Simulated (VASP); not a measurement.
# BaTiO3 (Pm-3m) in VASP: further runs, part 2 of 2

VASP 6.6.1. Earlier steps stand in the parts before.

### 4 Single point, PBE

This run uses another cell than the first one, of 12.99 Å³/atom.

File INCAR:

```
  PREC = Accurate
  ENCUT = 1340
  EDIFF = 1E-6
  ISMEAR = -1
  SIGMA = 0.02
  LREAL = F
  LASPH = T
  NELM = 120
  ALGO = Normal
  ISIF = 2
  LWAVE = F
  LCHARG = F
  GGA = PE
  NBANDS = 28
  GGA_COMPAT = F
```

File KPOINTS:

```
regular mesh
0
Gamma
  6 6 6
```

File POSCAR:

```
BaTiO3
1.0
    4.0192506699      0.0000000000      0.0000000000
    0.0000000000      4.0192506699      0.0000000000
    0.0000000000      0.0000000000      4.0192506699
Ba Ti O
1 1 3
Direct
    0.5000000000      0.5000000000      0.5000000000
    0.0000000000      0.0000000000      0.0000000000
    0.5000000000      0.0000000000      0.0000000000
    0.0000000000      0.5000000000      0.0000000000
    0.0000000000      0.0000000000      0.5000000000
```

Potentials or basis: VASP PAW PBE potentials, release 64 (Ba_sv, Ti_sv, O_h).

On the command line:

```bash
$ cat potpaw_PBE.64/Ba_sv/POTCAR potpaw_PBE.64/Ti_sv/POTCAR potpaw_PBE.64/O_h/POTCAR > POTCAR
$ mpirun -np 1 vasp_std > vasp.out
```

OUTCAR:

```text
PREC = Accurate
   ENCUT = 1340
   EDIFF = 1E-6
   ISMEAR = -1
   LREAL = F
   LASPH = T
   NELM = 120
   ISIF = 2
   GGA = PE

 ion  position               nearest neighbor table
   1  0.500  0.500  0.500-   3 2.84   4 2.84   5 2.84   3 2.84   4 2.84   3 2.84   5 2.84   3 2.84
                             4 2.84   5 2.84   4 2.84   5 2.84   2 3.48   2 3.48   2 3.48   2 3.48
   2  0.000  0.000  0.000-   3 2.01   4 2.01   5 2.01   5 2.01   4 2.01   3 2.01   1 3.48   1 3.48
                             1 3.48   1 3.48   1 3.48   1 3.48   1 3.48   1 3.48
   3  0.500  0.000  0.000-   2 2.01   2 2.01   1 2.84   1 2.84   1 2.84   1 2.84
   4  0.000  0.500  0.000-   2 2.01   2 2.01   1 2.84   1 2.84   1 2.84   1 2.84
   5  0.000  0.000  0.500-   2 2.01   2 2.01   1 2.84   1 2.84   1 2.84   1 2.84

  LATTYP: Found a simple cubic cell.
 ALAT       =     4.0192506699

  Lattice vectors:

 A1 = (   4.0192506699,   0.0000000000,   0.0000000000)
 A2 = (   0.0000000000,   4.0192506699,   0.0000000000)
 A3 = (   0.0000000000,   0.0000000000,   4.0192506699)

Analysis of symmetry for initial positions (statically):
=====================================================================
 Subroutine PRICEL returns:
 Original cell was already a primitive cell.

 Routine SETGRP: Setting up the symmetry group for a
 simple cubic supercell.

 Subroutine GETGRP returns: Found 48 space group operations
 (whereof 48 operations were pure point group operations)
 out of a pool of 48 trial point group operations.

The static configuration has the point symmetry O_h .

Analysis of symmetry for dynamics (positions and initial velocities):
=====================================================================
 Subroutine PRICEL returns:
 Original cell was already a primitive cell.

 Routine SETGRP: Setting up the symmetry group for a
 simple cubic supercell.

 Subroutine GETGRP returns: Found 48 space group operations
 (whereof 48 operations were pure point group operations)
 out of a pool of 48 trial point group operations.

The dynamic configuration has the point symmetry O_h .

 Subroutine INISYM returns: Found 48 space group operations
 (whereof 48 operations are pure point group operations),
 and found     1 'primitive' translations

----------------------------------------------------------------------------------------

                                     Primitive cell

  volume of cell :      64.9285

  direct lattice vectors                    reciprocal lattice vectors
     4.019250670  0.000000000  0.000000000     0.248802596  0.000000000  0.000000000
     0.000000000  4.019250670  0.000000000     0.000000000  0.248802596  0.000000000
     0.000000000  0.000000000  4.019250670     0.000000000  0.000000000  0.248802596

  length of vectors
     4.019250670  4.019250670  4.019250670     0.248802596  0.248802596  0.248802596

  position of ions in fractional coordinates (direct lattice)
     0.500000000  0.500000000  0.500000000
     0.000000000  0.000000000  0.000000000
     0.500000000  0.000000000  0.000000000
     0.000000000  0.500000000  0.000000000
     0.000000000  0.000000000  0.500000000

  ion indices of the primitive-cell ions
   primitive index   ion index
                 1           1
                 2           2
                 3           3
[... 27 lines left out ...]
 Found     20 irreducible k-points:

 Following reciprocal coordinates:
            Coordinates               Weight
  0.000000  0.000000  0.000000      1.000000
  0.166667  0.000000  0.000000      6.000000
  0.333333  0.000000  0.000000      6.000000
  0.500000  0.000000  0.000000      3.000000
  0.166667  0.166667  0.000000     12.000000
  0.333333  0.166667  0.000000     24.000000
[... 12 lines left out ...]
  0.500000  0.500000  0.333333      6.000000
  0.500000  0.500000  0.500000      1.000000
   k-points           NKPTS =     20   k-points in BZ     NKDIM =     20   number of bands    NBANDS=     28
   number of dos      NEDOS =    301   number of ions     NIONS =      5
   total plane-waves  NPLWV = 110592
   dimension x,y,z NGX =    48 NGY =   48 NGZ =   48
   dimension x,y,z NGXF=    96 NGYF=   96 NGZF=   96
   ions per type =               1   1   3
   NGX,Y,Z   is equivalent  to a cutoff of  19.85, 19.85, 19.85 a.u.
   NGXF,Y,Z  is equivalent  to a cutoff of  39.71, 39.71, 39.71 a.u.
 SYSTEM =  unknown system
   PREC   = accura    normal or accurate (medium, high low for compatibility)
   ISTART =      0    job   : 0-new  1-cont  2-samecut
   ICHARG =      2    charge: 1-file 2-atom 10-const
   ISPIN  =      1    spin polarized calculation?
   LNONCOLLINEAR =      F non collinear calculations
   LSORBIT =      F    spin-orbit coupling
   LASPH  =      T    aspherical Exc in radial PAW
   ENCUT  = 1340.0 eV  98.49 Ry    9.92 a.u.  12.00 12.00 12.00*2*pi/ulx,y,z
   NELM   =    120;   NELMIN=  2; NELMDL= -5     # of ELM steps
   EDIFF  = 0.1E-05   stopping-criterion for ELM
   LREAL  =      F    real-space projection
   EDIFFG = 0.1E-04   stopping-criterion for IOM
   NSW    =      0    number of steps for IOM
   IBRION =     -1    ionic relax: 0-MD 1-quasi-New 2-CG
   NFREE  =      0    steps in history (QN), initial steepest desc. (CG)
   ISIF   =      2    stress and relaxation
   ISYM   =      2    0-nonsym 1-usesym 2-fastsym
   POTIM  = 0.5000    time-step for ionic-motion
   TEBEG  =    0.0;   TEEND  =   0.0 temperature during run
   PSTRESS=    0.0 pullay stress
   NELECT =      40.0000    total number of electrons
   NUPDOWN=      -1.0000    fix difference up-down
   EMIN   =  10.00;   EMAX   =-10.00  energy-range for DOS
   EFERMI =   0.00;   METHOD = LEGACY
   ISMEAR =    -1;   SIGMA  =   0.02  broadening in eV -4-tet -1-fermi 0-gaus
   EFERMI_NEDOS =   21; number of points for ismear=-14 and -15
   IALGO  =     38    algorithm
   IMIX   =      4    mixing-type and parameters
     AMIX     =   0.40;   BMIX     =  1.00
     AMIX_MAG =   1.60;   BMIX_MAG =  1.00
  volume/ion in A,a.u.               =      12.99        87.63
  Fermi-wavevector in a.u.,A,eV,Ry     =   1.392996  2.632380 26.401244  1.940437
  Thomas-Fermi vector in A             =   2.516684
   LORBIT       =      0    0 simple, 1 ext, 2 COOP (PROOUT), +10 PAW based schemes
   GGA     = PE    functional components
   LHFCALC =     F    Hartree Fock is set to
   AEXX    =    0.0000 exact exchange contribution
   IVDW    =     0    specifies the selected vdW correction
   LEPSILON=     F    determine dielectric tensor
   LRPA    =     F    only Hartree local field effects (RPA)
 non-spin polarized calculation
  energy-cutoff  :     1340.00
  volume of cell :       64.93
 maximum number of plane-waves:      7262
 NGX is ok and might be reduce to    48
   NGX = 23   NGY = 23   NGZ = 23

 number of electron      39.9999999 magnetization

 Free energy of the ion-electron system (eV)
  ---------------------------------------------------
  ext. energy  EPLUGINS =         0.00000000
  ---------------------------------------------------
  free energy    TOTEN  =       -40.00794787 eV

  energy without entropy =      -40.00794787  energy(sigma->0) =      -40.00794787

 E-fermi :   4.5490     XC(G=0): -11.1977

 val. band max:        4.0887601756   @ k =   0.5000   0.5000   0.5000
 cond. band min:       5.8117183509   @ k =   0.0000   0.0000   0.0000
 fundamental gap:      1.7229581754
 Fermi energy:         4.5490266246

 k-point     1 :       0.0000    0.0000    0.0000
  band No.  band energies     occupation
      1     -52.6011      2.00000
      2     -28.8049      2.00000
      3     -28.8049      2.00000
      4     -28.8049      2.00000
      5     -20.7489      2.00000
      6     -12.7711      2.00000
[... 609 lines left out ...]
     27      11.6266      0.00000
     28      11.6266      0.00000

------------------------ aborting loop because EDIFF is reached ----------------------------------------

  FORCE on cell =-STRESS in cart. coord.  units (eV):
  Direction    XX          YY          ZZ          XY          YZ          ZX
  --------------------------------------------------------------------------------------
  -------------------------------------------------------------------------------------
  Total        0.6317053      0.6317053      0.6317053      0.0000000     -0.0000000      0.0000000
  in kB       15.5879788     15.5879788     15.5879788      0.0000000     -0.0000000      0.0000000
  external PRESSURE =      15.5879788 kB  Pullay stress =       0.0000000 kB

 VOLUME and BASIS-vectors are now :
 -----------------------------------------------------------------------------
  energy-cutoff  :     1340.00
  volume of cell :       64.93
      direct lattice vectors                 reciprocal lattice vectors
     4.019250670  0.000000000  0.000000000     0.248802596  0.000000000  0.000000000
     0.000000000  4.019250670  0.000000000     0.000000000  0.248802596  0.000000000
     0.000000000  0.000000000  4.019250670     0.000000000  0.000000000  0.248802596

 POSITION                                       TOTAL-FORCE (eV/Angst)
 -----------------------------------------------------------------------------------
      2.00963      2.00963      2.00963         0.000000      0.000000      0.000000
      0.00000      0.00000      0.00000         0.000000      0.000000      0.000000
      2.00963      0.00000      0.00000         0.000000      0.000000      0.000000
      0.00000      2.00963      0.00000         0.000000      0.000000      0.000000
      0.00000      0.00000      2.00963         0.000000      0.000000      0.000000
 -----------------------------------------------------------------------------------
    total drift:                                0.000000      0.000000      0.000000

  FREE ENERGIE OF THE ION-ELECTRON SYSTEM (eV)
  ---------------------------------------------------
  free  energy   TOTEN  =       -40.0079478673 eV

  energy  without entropy=      -40.0079478673  energy(sigma->0) =      -40.00794787
```

OSZICAR:

```text
N       E                     dE             d eps       ncg     rms          rms(c)
DAV:   1     0.655611163444E+03    0.65561E+03   -0.35150E+04  1120   0.307E+03
DAV:   2     0.713715575269E+02   -0.58424E+03   -0.55828E+03  1176   0.617E+02
DAV:   3    -0.432418206002E+02   -0.11461E+03   -0.10794E+03  1552   0.212E+02
DAV:   4    -0.507604260175E+02   -0.75186E+01   -0.74880E+01  1428   0.526E+01
DAV:   5    -0.510248907206E+02   -0.26446E+00   -0.26422E+00  1716   0.978E+00    0.229E+01
DAV:   6    -0.401907564823E+02    0.10834E+02   -0.56158E+01  1624   0.652E+01    0.992E+00
DAV:   7    -0.401683926509E+02    0.22364E-01   -0.10114E+01  1496   0.226E+01    0.658E+00
DAV:   8    -0.400146571594E+02    0.15374E+00   -0.71002E-01  1368   0.679E+00    0.374E+00
DAV:   9    -0.400424153410E+02   -0.27758E-01   -0.45095E-01  1596   0.618E+00    0.176E+00
DAV:  10    -0.400152861086E+02    0.27129E-01   -0.21348E-01  1352   0.453E+00    0.752E-01
DAV:  11    -0.400084664910E+02    0.68196E-02   -0.33008E-02  1496   0.117E+00    0.294E-01
DAV:  12    -0.400081351185E+02    0.33137E-03   -0.60595E-03  1292   0.771E-01    0.123E-01
DAV:  13    -0.400079663152E+02    0.16880E-03   -0.74428E-04  1436   0.293E-01    0.465E-02
DAV:  14    -0.400079463327E+02    0.19982E-04   -0.64823E-05  1652   0.728E-02    0.107E-02
DAV:  15    -0.400079475043E+02   -0.11715E-05   -0.11752E-05  1408   0.302E-02    0.450E-03
DAV:  16    -0.400079478673E+02   -0.36305E-06   -0.77896E-07   860   0.791E-03
   1 F= -.40007948E+02 E0= -.40007948E+02  d E =-.239709E-11
```

Run time: 2 min. Hardware: 1 thread of Intel Xeon Platinum 8259CL at 2.50GHz (Skylake/Cascade Lake), shared host; peak memory 0.42 GiB.

What came out:

```
Free energy            : -40.0079 eV
Pressure               : 1.6 GPa
Band gap on the k mesh : 1.72 eV (least direct gap 1.88 eV)
```

Caveat: spin-orbit coupling is left out, which moves the levels of the heavy elements. A hybrid or GW would open this gap; PBE tends to underestimate it.

### 5 Single point, LDA

File INCAR:

```
PREC = Accurate ; ENCUT = 1340
EDIFF = 1E-6 ; ISMEAR = 0
SIGMA = 0.01 ; LREAL = F
LASPH = T ; NELM = 120
ALGO = Normal ; ISIF = 2
LWAVE = F ; LCHARG = T
GGA = CA ; LELF = T
LVHAR = T ; NBANDS = 28
GGA_COMPAT = F
```

File KPOINTS:

```
Automatic mesh
0
Gamma
  6 6 6
```

Edit POSCAR of step 4 so:

```diff
@@ -2,5 +2,5 @@
 1.0
-    4.0192506699      0.0000000000      0.0000000000
-    0.0000000000      4.0192506699      0.0000000000
-    0.0000000000      0.0000000000      4.0192506699
+    3.9940959787      0.0000000000      0.0000000000
+    0.0000000000      3.9940959787      0.0000000000
+    0.0000000000      0.0000000000      3.9940959787
 Ba Ti O
```

Potentials or basis: VASP PAW LDA potentials, release 64 (Ba_sv, Ti_sv, O_h).

On the command line:

```bash
$ cat potpaw_LDA.64/Ba_sv/POTCAR potpaw_LDA.64/Ti_sv/POTCAR potpaw_LDA.64/O_h/POTCAR > POTCAR
$ mpirun -np 1 vasp_std > vasp.out
```

OUTCAR:

```text
PREC = Accurate
   ENCUT = 1340
   EDIFF = 1E-6
   ISMEAR = 0
   LREAL = F
   LASPH = T
   NELM = 120
   ISIF = 2
   GGA = CA

 ion  position               nearest neighbor table
   1  0.500  0.500  0.500-   3 2.82   4 2.82   5 2.82   3 2.82   4 2.82   3 2.82   5 2.82   3 2.82
                             4 2.82   5 2.82   4 2.82   5 2.82   2 3.46   2 3.46   2 3.46   2 3.46
   2  0.000  0.000  0.000-   3 2.00   4 2.00   5 2.00   5 2.00   4 2.00   3 2.00   1 3.46   1 3.46
                             1 3.46   1 3.46   1 3.46   1 3.46   1 3.46   1 3.46
   3  0.500  0.000  0.000-   2 2.00   2 2.00   1 2.82   1 2.82   1 2.82   1 2.82
   4  0.000  0.500  0.000-   2 2.00   2 2.00   1 2.82   1 2.82   1 2.82   1 2.82
   5  0.000  0.000  0.500-   2 2.00   2 2.00   1 2.82   1 2.82   1 2.82   1 2.82

  LATTYP: Found a simple cubic cell.
 ALAT       =     3.9940959787

  Lattice vectors:

 A1 = (   3.9940959787,   0.0000000000,   0.0000000000)
 A2 = (   0.0000000000,   3.9940959787,   0.0000000000)
 A3 = (   0.0000000000,   0.0000000000,   3.9940959787)

Analysis of symmetry for initial positions (statically):
=====================================================================
[... 177 lines left out ...]
 cond. band min:       5.6085286214   @ k =   0.0000   0.0000   0.0000
 fundamental gap:      1.6733839228
 Fermi energy:         3.9931564725

 k-point     1 :       0.0000    0.0000    0.0000
  band No.  band energies     occupation
      1     -51.9213      2.00000
      2     -28.5389      2.00000
      3     -28.5389      2.00000
      4     -28.5389      2.00000
      5     -20.7039      2.00000
      6     -12.6554      2.00000
[... 609 lines left out ...]
     27      11.7075      0.00000
     28      11.7075      0.00000

------------------------ aborting loop because EDIFF is reached ----------------------------------------

  FORCE on cell =-STRESS in cart. coord.  units (eV):
  Direction    XX          YY          ZZ          XY          YZ          ZX
  --------------------------------------------------------------------------------------
  -------------------------------------------------------------------------------------
  Total       -2.4970588     -2.4970588     -2.4970588      0.0000000      0.0000000      0.0000000
  in kB      -62.7890429    -62.7890429    -62.7890429      0.0000000      0.0000000      0.0000000
  external PRESSURE =     -62.7890429 kB  Pullay stress =       0.0000000 kB

 VOLUME and BASIS-vectors are now :
 -----------------------------------------------------------------------------
  energy-cutoff  :     1340.00
  volume of cell :       63.72
      direct lattice vectors                 reciprocal lattice vectors
     3.994095979  0.000000000  0.000000000     0.250369547  0.000000000  0.000000000
     0.000000000  3.994095979  0.000000000     0.000000000  0.250369547  0.000000000
     0.000000000  0.000000000  3.994095979     0.000000000  0.000000000  0.250369547

 POSITION                                       TOTAL-FORCE (eV/Angst)
 -----------------------------------------------------------------------------------
      1.99705      1.99705      1.99705         0.000000      0.000000      0.000000
      0.00000      0.00000      0.00000         0.000000      0.000000      0.000000
      1.99705      0.00000      0.00000         0.000000      0.000000      0.000000
      0.00000      1.99705      0.00000         0.000000      0.000000      0.000000
      0.00000      0.00000      1.99705         0.000000      0.000000      0.000000
 -----------------------------------------------------------------------------------
    total drift:                                0.000000      0.000000      0.000000

  FREE ENERGIE OF THE ION-ELECTRON SYSTEM (eV)
  ---------------------------------------------------
  free  energy   TOTEN  =       -44.1472765633 eV

  energy  without entropy=      -44.1472765633  energy(sigma->0) =      -44.14727656
```

stdout:

```text
POSCAR found type information on POSCAR BaTiO
 POSCAR found :  3 types and       5 ions
 scaLAPACK will be used
 LDA part: xc-table for (Slater(with rela. corr.)+CA(PZ))
 , standard interpolation
 POSCAR, INCAR and KPOINTS ok, starting setup
 FFT: planning ... GRIDC
 FFT: planning ... GRID_SOFT
 FFT: planning ... GRID
 WAVECAR not read
 entering main loop
```

Wall time 2.4 min (1 thread of AMD EPYC 7R43 (Zen 3), shared host); peak memory 0.34 GiB.

What came out:

```yaml
Free_energy: -44.1473 eV
Pressure: -6.3 GPa
Band_gap_on_the_k_mesh: 1.67 eV (least direct gap 1.81 eV)
```

Caveat: the cell stands under tension; spin-orbit coupling is left out, which moves the levels of the heavy elements. A k mesh can miss the band edges.

### 6 The runs side by side

| level | potentials or basis | cell | cutoff (eV) | smearing | gap on the mesh (eV) | pressure (GPa) |
| --- | --- | --- | --- | --- | --- | --- |
| r2SCAN | VASP PAW PBE potentials, release 64 (Ba_sv, Ti_sv, O_h) | a = 3.994 Å, 5 atoms | 1480 | fermi-dirac 0.02 eV | 2.16 | 1.7 |
| r2SCAN | VASP PAW PBE potentials, release 64 (Ba_sv, Ti_sv, O_h) | a = 3.994 Å, 5 atoms | 1480 | gaussian 0.01 eV | 2.16 | 1.7 |
| PBE | VASP PAW PBE potentials, release 64 (Ba_sv, Ti_sv, O_h) | a = 4.019 Å, 5 atoms | 1340 | fermi-dirac 0.02 eV | 1.72 | 1.6 |
| LDA | VASP PAW LDA potentials, release 64 (Ba_sv, Ti_sv, O_h) | a = 3.994 Å, 5 atoms | 1340 | gaussian 0.01 eV | 1.67 | -6.3 |

Alike in all rows: task single point; no spin polarisation; k mesh 6 × 6 × 6.

Caveats: spin-orbit coupling is left out, which moves the levels of the heavy elements; the PAW data sets were made with another functional, which shifts forces and pressure a little (at least some runs); the cell stands under tension (at least some runs).

Total energies depend on the potentials used, so only differences within one code and one set of settings carry meaning.
